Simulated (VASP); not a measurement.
# Al6Hg (Pm-3m) in VASP: density of states with PBE

Aim: the density of states of Al6Hg with PBE.

All numbers are computed with VASP 6.6.1; they aren't measurements. Logs are shortened: lines on timing, memory, paths and dates and some standing lists are left out, and cuts for length are marked.

## 1. The cell of the first run

Symmetry: Pm-3m, No. 221, cubic system. The conventional cell has a = 6.308 Å, b = 6.308 Å, c = 6.308 Å, α = 90.00°, β = 90.00°, γ = 90.00°. Within 3.3 Å of Al (site symmetry 4mm) lie 5 Al at 2.51 to 2.69 Å.

## 2. Density of states, PBE

File POSCAR:

```
Al6Hg
1.0
    6.3081600656      0.0000000000      0.0000000000
    0.0000000000      6.3081600656      0.0000000000
    0.0000000000      0.0000000000      6.3081600656
Al Hg
6 1
Direct
    0.1989474763      0.5000000000      0.5000000000
    0.5000000000      0.8010525237      0.5000000000
    0.5000000000      0.1989474763      0.5000000000
    0.8010525237      0.5000000000      0.5000000000
    0.5000000000      0.5000000000      0.1989474763
    0.5000000000      0.5000000000      0.8010525237
    0.0000000000      0.0000000000      0.0000000000
```

File INCAR.step1:

```
PREC = Accurate
ENCUT = 520
EDIFF = 1E-6
ISMEAR = 0
SIGMA = 0.1
LREAL = False
LASPH = True
NELM = 100
ALGO = Normal
ISIF = 2
LWAVE = False
LCHARG = True
GGA = PE
NBANDS = 24
```

File KPOINTS.step1:

```
regular mesh
0
Gamma
  6 6 6
```

File INCAR.step2:

```
PREC = Accurate
ENCUT = 520
EDIFF = 1E-6
ISMEAR = -5
SIGMA = 0.1
LREAL = False
LASPH = True
NELM = 100
ALGO = Normal
ISIF = 2
LWAVE = False
LCHARG = False
GGA = PE
LORBIT = 11
NEDOS = 1001
ICHARG = 11
```

File KPOINTS.step2:

```
regular mesh
0
Gamma
  9 9 9
```

Potentials or basis: VASP PAW PBE potentials, release 64 (Al, Hg).

The run is started by

```console
$ cat potpaw_PBE.64/Al/POTCAR potpaw_PBE.64/Hg/POTCAR > POTCAR
$ cp INCAR.step1 INCAR
$ cp KPOINTS.step1 KPOINTS
$ mpirun -np 1 vasp_std > vasp.out
$ cp INCAR.step2 INCAR
$ cp KPOINTS.step2 KPOINTS
$ mpirun -np 1 vasp_std > vasp.out
```

OUTCAR:

```text
PREC = Accurate
   ENCUT = 520
   EDIFF = 1E-6
   ISMEAR = -5
   LREAL = False
   LASPH = True
   NELM = 100
   ISIF = 2
   GGA = PE
   LORBIT = 11
   ICHARG = 11

 ion  position               nearest neighbor table
   1  0.199  0.500  0.500-   4 2.51   3 2.69   2 2.69   5 2.69   6 2.69
   2  0.500  0.801  0.500-   3 2.51   1 2.69   4 2.69   5 2.69   6 2.69
   3  0.500  0.199  0.500-   2 2.51   1 2.69   4 2.69   5 2.69   6 2.69
   4  0.801  0.500  0.500-   1 2.51   2 2.69   3 2.69   5 2.69   6 2.69
   5  0.500  0.500  0.199-   6 2.51   2 2.69   3 2.69   4 2.69   1 2.69
   6  0.500  0.500  0.801-   5 2.51   2 2.69   3 2.69   4 2.69   1 2.69
   7  0.000  0.000  0.000-

  LATTYP: Found a simple cubic cell.
 ALAT       =     6.3081600656

  Lattice vectors:

 A1 = (   6.3081600656,   0.0000000000,   0.0000000000)
 A2 = (   0.0000000000,   6.3081600656,   0.0000000000)
 A3 = (   0.0000000000,   0.0000000000,   6.3081600656)

Analysis of symmetry for initial positions (statically):
=====================================================================
 Subroutine PRICEL returns:
 Original cell was already a primitive cell.

 Routine SETGRP: Setting up the symmetry group for a
 simple cubic supercell.

 Subroutine GETGRP returns: Found 48 space group operations
 (whereof 48 operations were pure point group operations)
 out of a pool of 48 trial point group operations.

The static configuration has the point symmetry O_h .

Analysis of symmetry for dynamics (positions and initial velocities):
=====================================================================
 Subroutine PRICEL returns:
 Original cell was already a primitive cell.

 Routine SETGRP: Setting up the symmetry group for a
 simple cubic supercell.

 Subroutine GETGRP returns: Found 48 space group operations
 (whereof 48 operations were pure point group operations)
 out of a pool of 48 trial point group operations.

The dynamic configuration has the point symmetry O_h .

 Subroutine INISYM returns: Found 48 space group operations
 (whereof 48 operations are pure point group operations),
 and found     1 'primitive' translations

----------------------------------------------------------------------------------------

                                     Primitive cell

  volume of cell :     251.0199

  direct lattice vectors                    reciprocal lattice vectors
     6.308160066  0.000000000  0.000000000     0.158524830  0.000000000  0.000000000
     0.000000000  6.308160066  0.000000000     0.000000000  0.158524830  0.000000000
     0.000000000  0.000000000  6.308160066     0.000000000  0.000000000  0.158524830

  length of vectors
     6.308160066  6.308160066  6.308160066     0.158524830  0.158524830  0.158524830

  position of ions in fractional coordinates (direct lattice)
     0.198947476  0.500000000  0.500000000
     0.500000000  0.801052524  0.500000000
     0.500000000  0.198947476  0.500000000
     0.801052524  0.500000000  0.500000000
     0.500000000  0.500000000  0.198947476
     0.500000000  0.500000000  0.801052524
     0.000000000  0.000000000  0.000000000

  ion indices of the primitive-cell ions
   primitive index   ion index
                 1           1
                 2           2
                 3           3
                 4           4
                 5           5
                 6           6
                 7           7

----------------------------------------------------------------------------------------

 KPOINTS: regular mesh

Automatic generation of k-mesh.
 Grid dimensions read from file:
 generate k-points for:    9    9    9

 Generating k-lattice:

  Cartesian coordinates                     Fractional coordinates (reciprocal lattice)
     0.017613870  0.000000000  0.000000000     0.111111111  0.000000000  0.000000000
     0.000000000  0.017613870  0.000000000     0.000000000  0.111111111  0.000000000
     0.000000000  0.000000000  0.017613870     0.000000000  0.000000000  0.111111111

  Length of vectors
     0.017613870  0.017613870  0.017613870

  Shift w.r.t. Gamma in fractional coordinates (k-lattice)
     0.000000000  0.000000000  0.000000000

 TETIRR: Found    353 inequivalent tetrahedra from     4374

 Subroutine IBZKPT returns following result:
 ===========================================

 Found     35 irreducible k-points:

 Following reciprocal coordinates:
            Coordinates               Weight
  0.000000  0.000000  0.000000      1.000000
  0.111111  0.000000  0.000000      6.000000
  0.222222  0.000000  0.000000      6.000000
  0.333333  0.000000  0.000000      6.000000
  0.444444  0.000000  0.000000      6.000000
  0.111111  0.111111  0.000000     12.000000
[... 16 lines left out ...]
  0.333333  0.333333  0.111111     24.000000
  0.444444  0.333333  0.111111     48.000000
 [... further k-points ...]
   k-points           NKPTS =     35   k-points in BZ     NKDIM =     35   number of bands    NBANDS=     19
   number of dos      NEDOS =   1001   number of ions     NIONS =      7
   total plane-waves  NPLWV = 110592
   dimension x,y,z NGX =    48 NGY =   48 NGZ =   48
   dimension x,y,z NGXF=    96 NGYF=   96 NGZF=   96
   ions per type =               6   1
   NGX,Y,Z   is equivalent  to a cutoff of  12.65, 12.65, 12.65 a.u.
   NGXF,Y,Z  is equivalent  to a cutoff of  25.30, 25.30, 25.30 a.u.
 SYSTEM =  unknown system
   PREC   = accura    normal or accurate (medium, high low for compatibility)
   ISTART =      0    job   : 0-new  1-cont  2-samecut
   ICHARG =     11    charge: 1-file 2-atom 10-const
   ISPIN  =      1    spin polarized calculation?
   LNONCOLLINEAR =      F non collinear calculations
   LSORBIT =      F    spin-orbit coupling
   LASPH  =      T    aspherical Exc in radial PAW
   ENCUT  =  520.0 eV  38.22 Ry    6.18 a.u.  11.73 11.73 11.73*2*pi/ulx,y,z
   NELM   =    100;   NELMIN=  2; NELMDL=  0     # of ELM steps
   EDIFF  = 0.1E-05   stopping-criterion for ELM
   LREAL  =      F    real-space projection
   EDIFFG = 0.1E-04   stopping-criterion for IOM
   NSW    =      0    number of steps for IOM
   IBRION =     -1    ionic relax: 0-MD 1-quasi-New 2-CG
   NFREE  =      0    steps in history (QN), initial steepest desc. (CG)
   ISIF   =      2    stress and relaxation
   ISYM   =      2    0-nonsym 1-usesym 2-fastsym
   POTIM  = 0.5000    time-step for ionic-motion
   TEBEG  =    0.0;   TEEND  =   0.0 temperature during run
   PSTRESS=    0.0 pullay stress
   NELECT =      30.0000    total number of electrons
   NUPDOWN=      -1.0000    fix difference up-down
   EMIN   =  10.00;   EMAX   =-10.00  energy-range for DOS
   EFERMI =   0.00;   METHOD = LEGACY
   ISMEAR =    -5;   SIGMA  =   0.10  broadening in eV -4-tet -1-fermi 0-gaus
   EFERMI_NEDOS =   21; number of points for ismear=-14 and -15
   IALGO  =     38    algorithm
   IMIX   =      4    mixing-type and parameters
     AMIX     =   0.40;   BMIX     =  1.00
     AMIX_MAG =   1.60;   BMIX_MAG =  1.00
  volume/ion in A,a.u.               =      35.86       242.00
  Fermi-wavevector in a.u.,A,eV,Ry     =   0.806391  1.523859  8.847420  0.650267
  Thomas-Fermi vector in A             =   1.914815
   LORBIT       =     11    0 simple, 1 ext, 2 COOP (PROOUT), +10 PAW based schemes
   GGA     = PE    functional components
   LHFCALC =     F    Hartree Fock is set to
   AEXX    =    0.0000 exact exchange contribution
   IVDW    =     0    specifies the selected vdW correction
   LEPSILON=     F    determine dielectric tensor
   LRPA    =     F    only Hartree local field effects (RPA)
 non-spin polarized calculation
 Fermi weights with tetrahedron method with Bloechl corrections
  energy-cutoff  :      520.00
  volume of cell :      251.02
 maximum number of plane-waves:      6782
 NGX is ok and might be reduce to    48

 number of electron      30.0000002 magnetization

 Free energy of the ion-electron system (eV)
  ---------------------------------------------------
  ext. energy  EPLUGINS =         0.00000000
  ---------------------------------------------------
  free energy    TOTEN  =       -18.37420847 eV

  energy without entropy =      -18.37420847  energy(sigma->0) =      -18.37420847

 E-fermi :   0.6249     XC(G=0):  -7.1279

 val. band max:        0.6315402072   @ k =   0.3333   0.3333   0.0000
 cond. band min:       0.6318529883   @ k =   0.4444   0.2222   0.2222
 fundamental gap:      0.0003127811
 Fermi energy:         0.6249078081

 k-point     1 :       0.0000    0.0000    0.0000
  band No.  band energies     occupation
      1      -7.3884      2.00000
      2      -4.2874      2.00000
      3      -4.2874      2.00000
      4      -4.2785      2.00000
      5      -4.2785      2.00000
      6      -4.2785      2.00000
[... 11 lines left out ...]
     18       2.8854      0.00000
     19       2.8854      0.00000

 k-point     2 :       0.1111    0.0000    0.0000
  band No.  band energies     occupation
      1      -7.3686      2.00000
      2      -4.2882      2.00000
      3      -4.2866      2.00000
      4      -4.2797      2.00000
      5      -4.2797      2.00000
      6      -4.2784      2.00000
[... 476 lines left out ...]
 k-point    24 :       0.4444    0.3333    0.1111
  band No.  band energies     occupation
      1      -7.0347      2.00000
      2      -4.5206      2.00000
      3      -4.3539      2.00000
      4      -4.2813      2.00000
      5      -4.2783      2.00000
      6      -4.2760      2.00000
[... 11 lines left out ...]
     18       2.8151      0.00000
     19       3.0111      0.00000

 [... further k-points ...]

------------------------ aborting loop because EDIFF is reached ----------------------------------------

  FORCE on cell =-STRESS in cart. coord.  units (eV):
  Direction    XX          YY          ZZ          XY          YZ          ZX
  --------------------------------------------------------------------------------------
  -------------------------------------------------------------------------------------
  Total        0.2835217      0.2835217      0.2835217     -0.0000000      0.0000000      0.0000000
  in kB        1.8096259      1.8096259      1.8096259     -0.0000000      0.0000000      0.0000000
  external PRESSURE =       1.8096259 kB  Pullay stress =       0.0000000 kB

 VOLUME and BASIS-vectors are now :
 -----------------------------------------------------------------------------
  energy-cutoff  :      520.00
  volume of cell :      251.02
      direct lattice vectors                 reciprocal lattice vectors
     6.308160066  0.000000000  0.000000000     0.158524830  0.000000000  0.000000000
     0.000000000  6.308160066  0.000000000     0.000000000  0.158524830  0.000000000
     0.000000000  0.000000000  6.308160066     0.000000000  0.000000000  0.158524830

 POSITION                                       TOTAL-FORCE (eV/Angst)
 -----------------------------------------------------------------------------------
      1.25499      3.15408      3.15408        -0.074768     -0.000000      0.000000
      3.15408      5.05317      3.15408         0.000000      0.074768      0.000000
      3.15408      1.25499      3.15408         0.000000     -0.074768     -0.000000
      5.05317      3.15408      3.15408         0.074768      0.000000     -0.000000
      3.15408      3.15408      1.25499         0.000000     -0.000000     -0.074768
      3.15408      3.15408      5.05317         0.000000      0.000000      0.074768
      0.00000      0.00000      0.00000         0.000000     -0.000000      0.000000
 -----------------------------------------------------------------------------------
    total drift:                                0.000000      0.000000     -0.000000

  FREE ENERGIE OF THE ION-ELECTRON SYSTEM (eV)
  ---------------------------------------------------
  free  energy   TOTEN  =       -18.3742084740 eV

  energy  without entropy=      -18.3742084740  energy(sigma->0) =      -18.37420847

 total charge

# of ion       s       p       d       tot
------------------------------------------
    1        0.452   0.355   0.000   0.808
    2        0.452   0.355   0.000   0.808
    3        0.452   0.355   0.000   0.808
    4        0.452   0.355   0.000   0.808
    5        0.452   0.355   0.000   0.808
    6        0.452   0.355   0.000   0.808
    7        1.027   0.020   9.366  10.413
--------------------------------------------------
tot          3.741   2.152   9.366  15.259
```

It took 88 s on 1 thread of Intel Xeon 6975P-C (Granite Rapids), shared host; peak memory 0.39 GiB.

What came out:

* Valence electrons inside the program's atomic spheres: Al 0.81; Hg 10.41

Caveat: spin-orbit coupling is left out, which moves the levels of the heavy elements; tetrahedron occupations give inexact forces and stress in metals.
